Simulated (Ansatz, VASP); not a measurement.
**HgTe in VASP and in Ansatz**

```
CELL_PARAMETERS angstrom
0.00000 3.21450 3.21450
3.21450 0.00000 3.21450
3.21450 3.21450 0.00000
ATOMIC_POSITIONS crystal
Hg 0.00000 0.00000 0.00000
Te 0.75000 0.75000 0.75000
```

Alike in both runs: task relaxation of cell and atoms; functional BLYP; dispersion D3(BJ); k mesh 7 × 7 × 7; occupations fermi-dirac, width 0.05 eV; no spin polarisation.

|  | VASP | Ansatz |
| --- | --- | --- |
| version | VASP 6.6.1 | Ansatz 0.2.0 |
| potentials or method | VASP PAW PBE potentials, release 64 (Hg, Te) | Ansatz PAW |
| plane-wave cutoff (eV) | 500 | 420 |
| valence electrons in the cell | 18 | 36 |

|  | VASP | Ansatz | Ansatz less VASP |
| --- | --- | --- | --- |
| relaxed volume (Å³/atom) | 35.64 | 35.39 | -0.249 |
| relaxed cell length with the largest relative difference (Å) | 4.654 | 4.643 | -0.0109 |

VASP's potentials were made for PBE, not for BLYP. VASP's potentials hold 18 valence electrons a cell and Ansatz's 36, so a difference there can come from the potentials and not from the codes.

Spin-orbit coupling is off throughout. Noted on Ansatz's run: the plane-wave basis is chosen anew once the cell has moved, so the energies of steps on either side of that aren't comparable.
